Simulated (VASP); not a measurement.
Write the native input for VASP 6.6.1 that does the following.

```yaml
Task: relaxation of shape and atoms at fixed volume
Functional: PBE
Dispersion: D3(BJ)
Potentials_or_basis: VASP PAW PBE potentials, release 64 (Bi_d)
Cutoff: 600 eV
k_mesh: 12 × 12 × 12
Occupations: gaussian, width 0.1 eV
Spin: no spin polarisation
Dipole_correction: no
Further_INCAR_settings: ALGO = Fast; EDIFF = 1e-07; IBRION = 2; EDIFFG = -0.01; NSW = 50; ISIF = 4
```

The structure of Bi lies in POSCAR:

```
Bi
1.0
    2.3012029916      1.3286001667      3.9944403557
   -2.3012029916      1.3286001667      3.9944403557
    0.0000000000     -2.6572003333      3.9944403557
Bi
2
Direct
    0.2355840033      0.2355840033      0.2355840033
    0.7644159967      0.7644159967      0.7644159967
```

One way to write it, as run:

INCAR

```
PREC     = Accurate       # precision mode
ENCUT    = 600            # plane-wave cutoff, eV
EDIFF    = 1E-7           # SCF threshold, eV
ISMEAR   = 0              # smearing method
SIGMA    = 0.1            # smearing width, eV
LREAL    = F              # projectors in reciprocal space
LASPH    = T              # aspherical terms in the spheres
NELM     = 100            # most SCF steps
ALGO     = Fast           # electronic algorithm
ISIF     = 4              # what is computed and relaxed
LWAVE    = F              # write WAVECAR
LCHARG   = F              # write CHGCAR
GGA      = PE             # functional
IVDW     = 12             # dispersion correction
IBRION   = 2              # ionic algorithm
NSW      = 50             # ionic steps
EDIFFG   = -0.01          # ionic threshold
```

KPOINTS

```
regular mesh
0
Gamma
  12 12 12
```

Potentials or basis: VASP PAW PBE potentials, release 64 (Bi_d).

Run with:

```console
$ cat potpaw_PBE.64/Bi_d/POTCAR > POTCAR
$ mpirun -np 1 vasp_std > vasp.out
```

Results of the run:

```json
{"Energy gained by relaxing": "1.2 meV/atom", "Ionic steps": "6", "Pressure after relaxing": "-1.8 GPa", "Band gap on the k mesh": "zero (bands 15 and 16 overlap by 0.20 eV)", "Dispersion energy per atom": "-0.435 eV"}
```

Caveat: spin-orbit coupling is left out, which moves the levels of the heavy elements.

It took 39 min on 1 thread of Oxide Virtual Turin-like Processor (shared host), peak memory 0.42 GiB.
